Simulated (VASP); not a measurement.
# Ir (P6_3/mmc) in VASP: further runs, part 2 of 2

VASP 6.6.1. The steps go on from the part before.

## (4) Relaxation of cell and atoms, PBEsol

This run uses another cell than the first one, of 14.63 Å³/atom, 1.039 times its volume.

INCAR reads:

```
SYSTEM = Ir
PREC = Accurate
ENCUT = 600
EDIFF = 1E-6
ISMEAR = 0
SIGMA = 0.1
LREAL = .False.
LASPH = .True.
NELM = 60
ALGO = Fast
ISIF = 3
LWAVE = .False.
LCHARG = .False.
GGA = PS
IBRION = 2
NSW = 90
EDIFFG = -0.04
```

KPOINTS reads:

```
regular mesh
0
Gamma
  9 9 4
  0 0 0
```

POSCAR reads:

```
Ir
1.0
    2.7513778946      0.0000000000      0.0000000000
   -1.3756889473      2.3827631521      0.0000000000
    0.0000000000      0.0000000000      4.4622900000
Ir
2
Direct
    0.6666666700      0.3333333300      0.7500000000
    0.3333333300      0.6666666700      0.2500000000
```

Potentials or basis: VASP PAW PBE potentials, release 64 (Ir).

Launch:

```console
cat potpaw_PBE.64/Ir/POTCAR > POTCAR
mpirun -np 1 vasp_std > vasp.out
```

OUTCAR:

```text
SYSTEM = Ir
   PREC = Accurate
   ENCUT = 600
   EDIFF = 1E-6
   ISMEAR = 0
   LREAL = .False.
   LASPH = .True.
   NELM = 60
   ISIF = 3
   GGA = PS
   IBRION = 2
   NSW = 90
   EDIFFG = -0.04

 ion  position               nearest neighbor table
   1  0.667  0.333  0.750-   2 2.74   2 2.74   2 2.74   2 2.74   2 2.74   2 2.74
   2  0.333  0.667  0.250-   1 2.74   1 2.74   1 2.74   1 2.74   1 2.74   1 2.74

  LATTYP: Found a hexagonal cell.
 ALAT       =     2.7513778946
 C/A-ratio  =     1.6218382828

  Lattice vectors:

 A1 = (   2.7513778946,   0.0000000000,   0.0000000000)
 A2 = (  -1.3756889473,   2.3827631521,   0.0000000000)
 A3 = (   0.0000000000,   0.0000000000,   4.4622900000)

Analysis of symmetry for initial positions (statically):
=====================================================================
 Subroutine PRICEL returns:
 Original cell was already a primitive cell.

 Routine SETGRP: Setting up the symmetry group for a
 hexagonal supercell.

 Subroutine GETGRP returns: Found 24 space group operations
 (whereof 12 operations were pure point group operations)
 out of a pool of 24 trial point group operations.

The static configuration has the point symmetry D_3d.
 The point group associated with its full space group is D_6h.

Analysis of symmetry for dynamics (positions and initial velocities):
=====================================================================
 Subroutine PRICEL returns:
 Original cell was already a primitive cell.

 Routine SETGRP: Setting up the symmetry group for a
 hexagonal supercell.

 Subroutine GETGRP returns: Found 24 space group operations
 (whereof 12 operations were pure point group operations)
 out of a pool of 24 trial point group operations.

The dynamic configuration has the point symmetry D_3d.
 The point group associated with its full space group is D_6h.

 Subroutine INISYM returns: Found 24 space group operations
 (whereof 12 operations are pure point group operations),
 and found     1 'primitive' translations

----------------------------------------------------------------------------------------

                                     Primitive cell

  volume of cell :      29.2542

  direct lattice vectors                    reciprocal lattice vectors
     2.751377895  0.000000000  0.000000000     0.363454254  0.209840411  0.000000000
[... 106 lines left out ...]
     AMIX_MAG =   1.60;   BMIX_MAG =  1.00
  volume/ion in A,a.u.               =      14.63        98.71
  Fermi-wavevector in a.u.,A,eV,Ry     =   1.392417  2.631287 26.379323  1.938826
  Thomas-Fermi vector in A             =   2.516162
   LORBIT       =      0    0 simple, 1 ext, 2 COOP (PROOUT), +10 PAW based schemes
   GGA     = PS    functional components
   LHFCALC =     F    Hartree Fock is set to
   AEXX    =    0.0000 exact exchange contribution
   IVDW    =     0    specifies the selected vdW correction
   LEPSILON=     F    determine dielectric tensor
   LRPA    =     F    only Hartree local field effects (RPA)
 conjugate gradient relaxation of ions
 non-spin polarized calculation
 RMM-DIIS sequential band-by-band and
 Gauss-broadening in eV      SIGMA  =   0.10
  energy-cutoff  :      600.00
  volume of cell :       29.25
 maximum number of plane-waves:      1002
 NGX is ok and might be reduce to    24

--------------------------------------- Ionic step        1  -------------------------------------------

 number of electron      17.9999998 magnetization

 Free energy of the ion-electron system (eV)
  ---------------------------------------------------
  ext. energy  EPLUGINS =         0.00000000
  ---------------------------------------------------
  free energy    TOTEN  =       -19.49987891 eV

  energy without entropy =      -19.49333396  energy(sigma->0) =      -19.49660643

 E-fermi :   9.7010     XC(G=0): -13.9054

 val. band max:        9.6012354883   @ k =   0.3333   0.1111   0.2500
 cond. band min:       9.7431798972   @ k =   0.3333   0.3333   0.0000
 fundamental gap:      0.1419444089
 Fermi energy:         9.7009577894

 k-point     1 :       0.0000    0.0000    0.0000
  band No.  band energies     occupation
      1      -1.1577      2.00000
      2       1.9102      2.00000
      3       6.0162      2.00000
      4       6.1201      2.00000
      5       6.1201      2.00000
      6       6.7479      2.00000
      7       6.7479      2.00000
      8       7.5145      2.00000
      9       7.5145      2.00000
     10       8.9950      2.00000
     11      10.0508      0.00000
     12      10.0508      0.00000
     13      16.5267      0.00000
[... 475 lines left out ...]
--------------------------------------- Ionic step        4  -------------------------------------------

 number of electron      18.0000000 magnetization

 Free energy of the ion-electron system (eV)
  ---------------------------------------------------
  ext. energy  EPLUGINS =         0.00000000
  ---------------------------------------------------
  free energy    TOTEN  =       -19.53916218 eV

  energy without entropy =      -19.53321059  energy(sigma->0) =      -19.53618639

 E-fermi :  10.2926     XC(G=0): -14.1058

 val. band max:       10.1867500670   @ k =   0.3333   0.1111   0.2500
 cond. band min:      10.3380313985   @ k =   0.3333   0.3333   0.0000
 fundamental gap:      0.1512813315
 Fermi energy:        10.2925874040

 k-point     1 :       0.0000    0.0000    0.0000
  band No.  band energies     occupation
      1      -0.9394      2.00000
      2       2.1369      2.00000
      3       6.4061      2.00000
      4       6.5082      2.00000
      5       6.5082      2.00000
      6       7.1744      2.00000
      7       7.1744      2.00000
      8       7.9829      2.00000
      9       7.9829      2.00000
     10       9.4936      2.00000
     11      10.6602      0.00000
     12      10.6602      0.00000
     13      17.4414      0.00000
[... 397 lines left out ...]
  FREE ENERGIE OF THE ION-ELECTRON SYSTEM (eV)
  ---------------------------------------------------
  free  energy   TOTEN  =       -19.5391621784 eV

  energy  without entropy=      -19.5332105917  energy(sigma->0) =      -19.53618639

 reached required accuracy - stopping structural energy minimisation
```

OSZICAR:

```text
N       E                     dE             d eps       ncg     rms          rms(c)
DAV:   1     0.163905432425E+03    0.16391E+03   -0.95947E+03   936   0.157E+03
DAV:   2    -0.131139910780E+02   -0.17702E+03   -0.16383E+03   961   0.385E+02
DAV:   3    -0.206089683732E+02   -0.74950E+01   -0.69287E+01  1134   0.873E+01
DAV:   4    -0.207664980067E+02   -0.15753E+00   -0.15621E+00  1016   0.121E+01
[... 49 lines left out ...]
RMM:   2    -0.195391842766E+02    0.27296E-03   -0.44146E-04   936   0.278E-01    0.758E-02
RMM:   3    -0.195391578499E+02    0.26427E-04   -0.21925E-04   936   0.128E-01    0.200E-02
RMM:   4    -0.195391611958E+02   -0.33460E-05   -0.35047E-05   936   0.936E-02    0.129E-02
RMM:   5    -0.195391626195E+02   -0.14237E-05   -0.16243E-05   934   0.390E-02    0.684E-03
RMM:   6    -0.195391621784E+02    0.44115E-06   -0.36707E-06   676   0.300E-02
   4 F= -.19539162E+02 E0= -.19536186E+02  d E =-.392833E-01
```

Wall time 52 s (1 thread of Intel Xeon Platinum 8488C (Sapphire Rapids), shared host); peak memory 0.17 GiB.

What came out:

```
Free energy                            : -19.5392 eV
Relaxed volume                         : 14.13 Å³/atom
Relaxed cell                           : a = 2.720 Å, b = 2.720 Å, c = 4.411 Å, α = 90.00°, β = 90.00°, γ = 120.00°
Space group after relaxing (to 0.05 Å) : P6_3/mmc (No. 194)
Energy gained by relaxing              : 19.6 meV/atom
Ionic steps                            : 4
Pressure after relaxing                : -0.1 GPa
Band gap on the k mesh                 : zero (band 9 reaches 11.31 eV, above the bottom of band 10 at 8.19 eV)
```

Stress tensor (GPa, compression positive):
```
-0.19  0.00  0.00
 0.00 -0.19  0.00
 0.00  0.00  0.09
```

The path:
```
step  energy change (eV)  largest force (eV/Å)  pressure (GPa)  volume (Å³)
   1              0.0000                0.0000          -12.24        29.25
   2              0.6386                0.0000           71.03        24.77
   3             -0.0391                0.0000           -0.83        28.32
   4             -0.0393                0.0000           -0.10        28.27
```

Final structure:
```
CELL_PARAMETERS angstrom
2.72031 0.00000 0.00000
-1.36016 2.35586 0.00000
0.00000 0.00000 4.41119
ATOMIC_POSITIONS crystal
Ir 0.66667 0.33333 0.75000
Ir 0.33333 0.66667 0.25000
```

Levels at points of the mesh, in eV from the Fermi level:
```
           k point  band 6  band 7  band 8  band 9  band 10  band 11  band 12  band 13
(0.00, 0.00, 0.00)   -3.12   -3.12   -2.31   -2.31    -0.80     0.37     0.37     7.15
(0.00, 0.00, 0.50)   -3.91   -3.91   -3.91   -0.38    -0.38    -0.38    -0.38    13.69
```

Caveat: the PAW data sets were made with another functional, which shifts forces and pressure a little; spin-orbit coupling is left out, which moves the levels of the heavy elements.

## (5) Single point, PBEsol

This run uses another cell than the first one: it holds 4 atoms, not 2.

INCAR reads:

```
SYSTEM = Ir
  ALGO = Fast
  EDIFF = 1E-6
  ENCUT = 520
  GGA = PS
  ISIF = 2
  ISMEAR = 0
  LASPH = .True.
  LCHARG = .True.
  LELF = .True.
  LREAL = .False.
  LVHAR = .True.
  LWAVE = .False.
  NBANDS = 26
  NELM = 100
  PREC = Accurate
  SIGMA = 0.1
```

KPOINTS reads:

```
k-points
0
Gamma
  12 12 10
  0 0 0
```

POSCAR reads:

```
Ir
1.0
    4.2280072505      0.0000000000      0.0000000000
   -2.1140036252      3.6615616863      0.0000000000
    0.0000000000      0.0000000000      4.8104734176
Ir
4
Direct
    0.0000000000      0.0000000000      0.2500000000
    0.0000000000      0.0000000000      0.7500000000
    0.3333333333      0.6666666667      0.7500000000
    0.6666666667      0.3333333333      0.2500000000
```

Launch:

```console
cat potpaw_PBE.64/Ir/POTCAR > POTCAR
mpirun -np 1 vasp_std > vasp.out
```

Run time: 76 s. Hardware: 1 thread of Intel Xeon 6975P-C (Granite Rapids), shared host; peak memory 0.3 GiB.

Results (log left out):

- Free energy: -32.7438 eV
- Pressure: 0.2 GPa
- Band gap on the k mesh: zero (band 18 reaches 6.82 eV, above the bottom of band 19 at 5.72 eV)

Stress tensor (GPa, compression positive):
```
0.10 0.00 0.00
0.00 0.10 0.00
0.00 0.00 0.34
```

Levels at points of the mesh, in eV from the Fermi level:
```tsv
k point	band 14	band 15	band 16	band 17	band 18	band 19	band 20	band 21	band 22	band 23
(0.00, 0.00, 0.00)	-2.29	-2.29	-1.42	-0.05	-0.05	-0.05	0.41	0.41	0.57	6.07
(0.50, 0.00, 0.00)	-0.87	-0.83	0.14	0.24	0.45	0.52	1.02	1.60	1.80	2.18
(0.00, 0.00, 0.50)	-2.08	-2.08	-2.08	-0.93	-0.93	-0.53	-0.53	-0.53	-0.53	7.86
(0.50, 0.00, 0.50)	-1.80	-0.33	-0.33	-0.16	-0.16	-0.03	-0.03	0.44	0.44	2.40
```

Caveat: the PAW data sets were made with another functional, which shifts forces and pressure a little; spin-orbit coupling is left out, which moves the levels of the heavy elements.

## (6) Relaxation of cell and atoms, PBEsol

This run uses another cell than the first one: it holds 4 atoms, not 2.

INCAR reads:

```
PREC = Accurate
ENCUT = 600
EDIFF = 1E-6
ISMEAR = 0
SIGMA = 0.1
LREAL = False
LASPH = True
NELM = 80
ALGO = Fast
ISIF = 3
LWAVE = False
LCHARG = False
GGA = PS
IBRION = 2
NSW = 100
EDIFFG = -0.01
```

KPOINTS reads:

```
regular mesh
0
Gamma
  12 12 10
```

POSCAR reads:

```
Ir
1.0
    4.2285370282      0.0000000000      0.0000000000
   -2.1142685141      3.6620204873      0.0000000000
    0.0000000000      0.0000000000      4.8007405458
Ir
4
Direct
    0.0000000000      0.0000000000      0.2500000000
    0.0000000000      0.0000000000      0.7500000000
    0.3333333333      0.6666666667      0.7500000000
    0.6666666667      0.3333333333      0.2500000000
```

Potentials or basis: VASP PAW PBE potentials, release 64 (Ir).

Launch:

```console
cat potpaw_PBE.64/Ir/POTCAR > POTCAR
mpirun -np 1 vasp_std > vasp.out
```

OUTCAR:

```text
PREC = Accurate
   ENCUT = 600
   EDIFF = 1E-6
   ISMEAR = 0
   LREAL = False
   LASPH = True
   NELM = 80
   ISIF = 3
   GGA = PS
   IBRION = 2
   NSW = 100
   EDIFFG = -0.01

 ion  position               nearest neighbor table
   1  0.000  0.000  0.250-   2 2.40   2 2.40   4 2.44   4 2.44   4 2.44
   2  0.000  0.000  0.750-   1 2.40   1 2.40   3 2.44   3 2.44   3 2.44
   3  0.333  0.667  0.750-   2 2.44   2 2.44   2 2.44
   4  0.667  0.333  0.250-   1 2.44   1 2.44   1 2.44

  LATTYP: Found a hexagonal cell.
 ALAT       =     4.2285370282
 C/A-ratio  =     1.1353195003

  Lattice vectors:

 A1 = (   4.2285370282,   0.0000000000,   0.0000000000)
 A2 = (  -2.1142685141,   3.6620204873,   0.0000000000)
 A3 = (   0.0000000000,   0.0000000000,   4.8007405458)

Analysis of symmetry for initial positions (statically):
=====================================================================
 Subroutine PRICEL returns:
 Original cell was already a primitive cell.

 Routine SETGRP: Setting up the symmetry group for a
 hexagonal supercell.

 Subroutine GETGRP returns: Found 24 space group operations
[... 174 lines left out ...]
  energy without entropy =      -32.69056903  energy(sigma->0) =      -32.71670496

------------------------ aborting loop because EDIFF is reached ----------------------------------------

  FORCE on cell =-STRESS in cart. coord.  units (eV):
  Direction    XX          YY          ZZ          XY          YZ          ZX
  --------------------------------------------------------------------------------------
  -------------------------------------------------------------------------------------
  Total        0.1629864      0.1629864      0.4441641      0.0000000     -0.0000000      0.0000000
  in kB        3.5127138      3.5127138      9.5727101      0.0000000     -0.0000000      0.0000000
  external PRESSURE =       5.5327126 kB  Pullay stress =       0.0000000 kB
[... 139 lines left out ...]
--------------------------------------- Ionic step        5  -------------------------------------------

 number of electron      36.0000004 magnetization

 Free energy of the ion-electron system (eV)
  ---------------------------------------------------
  ext. energy  EPLUGINS =         0.00000000
  ---------------------------------------------------
  free energy    TOTEN  =       -32.74355480 eV

  energy without entropy =      -32.69093978  energy(sigma->0) =      -32.71724729

 E-fermi :   6.3500     XC(G=0): -12.2609

 val. band max:        6.3487246833   @ k =   0.3333   0.0000   0.5000
 cond. band min:       6.3523919510   @ k =   0.2500   0.1667   0.5000
 fundamental gap:      0.0036672677
 Fermi energy:         6.3500368229

 k-point     1 :       0.0000    0.0000    0.0000
  band No.  band energies     occupation
      1      -2.5278      2.00000
      2      -0.3404      2.00000
      3       0.6518      2.00000
      4       0.7526      2.00000
      5       0.7526      2.00000
      6       2.5924      2.00000
[... 589 lines left out ...]
     21       7.7256      0.00000
     22       9.0475      0.00000

 [... further k-points ...]
[... 5 lines left out ...]
  --------------------------------------------------------------------------------------
  -------------------------------------------------------------------------------------
  Total        0.0054451      0.0054451      0.0032530      0.0000000     -0.0000000      0.0000000
  in kB        0.1170017      0.1170017      0.0698983      0.0000000     -0.0000000      0.0000000
  external PRESSURE =       0.1013006 kB  Pullay stress =       0.0000000 kB
[... 19 lines left out ...]
  FREE ENERGIE OF THE ION-ELECTRON SYSTEM (eV)
  ---------------------------------------------------
  free  energy   TOTEN  =       -32.7435547983 eV

  energy  without entropy=      -32.6909397802  energy(sigma->0) =      -32.71724729

 reached required accuracy - stopping structural energy minimisation
```

OSZICAR:

```text
N       E                     dE             d eps       ncg     rms          rms(c)
DAV:   1     0.368001761893E+03    0.36800E+03   -0.17486E+04  5016   0.177E+03
DAV:   2    -0.500793388535E+01   -0.37301E+03   -0.35979E+03  5034   0.468E+02
[... 46 lines left out ...]
   4 F= -.32743537E+02 E0= -.32717219E+02  d E =-.187078E-03
       N       E                     dE             d eps       ncg     rms          rms(c)
DAV:   1    -0.327436566344E+02   -0.11973E-03   -0.48407E-03  5424   0.525E-01    0.671E-02
RMM:   2    -0.327436160984E+02    0.40536E-04   -0.23713E-04  5030   0.157E-01    0.640E-02
RMM:   3    -0.327435663573E+02    0.49741E-04   -0.92349E-05  5018   0.112E-01    0.262E-02
RMM:   4    -0.327435546324E+02    0.11725E-04   -0.31193E-05  5291   0.410E-02    0.696E-03
RMM:   5    -0.327435547983E+02   -0.16592E-06   -0.65053E-06  3852   0.150E-02
   5 F= -.32743555E+02 E0= -.32717247E+02  d E =-.204511E-03
```

It took 4.8 min on 1 thread of Intel Xeon 6975P-C (Granite Rapids), shared host; peak memory 0.36 GiB.

What came out:

| Item | Value |
| --- | --- |
| Free energy | -32.7436 eV |
| Relaxed volume | 18.64 Å³/atom |
| Relaxed cell | a = 4.228 Å, b = 4.228 Å, c = 4.817 Å, α = 90.00°, β = 90.00°, γ = 120.00° |
| Space group after relaxing (to 0.05 Å) | P6_3/mmc (No. 194) |
| Energy gained by relaxing | 0.2 meV/atom |
| Ionic steps | 5 |
| Pressure after relaxing | 0.0 GPa |

Step by step:
| step | energy change (eV) | largest force (eV/Å) | pressure (GPa) | volume (Å³) |
| --- | --- | --- | --- | --- |
| 1 | 0.0000 | 0.0000 | 0.55 | 74.34 |
| 2 | 0.0013 | 0.0000 | -1.39 | 75.03 |
| 3 | -0.0005 | 0.0000 | -0.12 | 74.58 |
| 4 | -0.0007 | 0.0000 | 0.05 | 74.56 |
| 5 | -0.0007 | 0.0000 | 0.01 | 74.56 |

Final structure:
```
CELL_PARAMETERS angstrom
4.22775 0.00000 0.00000
-2.11388 3.66134 0.00000
0.00000 0.00000 4.81700
ATOMIC_POSITIONS crystal
Ir 0.00000 0.00000 0.25000
Ir 0.00000 0.00000 0.75000
Ir 0.33333 0.66667 0.75000
Ir 0.66667 0.33333 0.25000
```

Caveat: the bands computed are all filled at some k points, so no gap is given; the PAW data sets were made with another functional, which shifts forces and pressure a little; spin-orbit coupling is left out, which moves the levels of the heavy elements.

## (7) Summary

| task | cell | k mesh | cutoff (eV) | gap on the mesh (eV) | pressure (GPa) | relaxed volume (Å³/atom) |
| --- | --- | --- | --- | --- | --- | --- |
| single point | a = 2.717, b = 2.717, c = 4.408 Å, angles 90.0, 90.0, 120.0°, 2 atoms | 9 × 9 × 4 | 520 | none | 1.2 | - |
| single point | a = 2.751, b = 2.751, c = 4.462 Å, angles 90.0, 90.0, 120.0°, 2 atoms | 9 × 9 × 4 | 520 | none | -12.3 | - |
| relaxation of cell and atoms | relaxed from a = 2.751, b = 2.751, c = 4.462 Å, angles 90.0, 90.0, 120.0°, 2 atoms | 9 × 9 × 4 | 600 | none | -0.1 | 14.13 |
| single point | a = 4.228, b = 4.228, c = 4.810 Å, angles 90.0, 90.0, 120.0°, 4 atoms | 12 × 12 × 10 | 520 | none | 0.2 | - |
| relaxation of cell and atoms | relaxed from a = 4.229, b = 4.229, c = 4.801 Å, angles 90.0, 90.0, 120.0°, 4 atoms | 12 × 12 × 10 | 600 | - | 0.0 | 18.64 |

Alike in all rows: level PBEsol; potentials or basis VASP PAW PBE potentials, release 64 (Ir); no spin polarisation; smearing gaussian 0.1 eV.

Caveats: the PAW data sets were made with another functional, which shifts forces and pressure a little; spin-orbit coupling is left out, which moves the levels of the heavy elements; the bands computed are all filled at some k points, so no gap is given (some runs).

Total energies depend on the potentials used, so only differences within one code and one set of settings carry meaning.
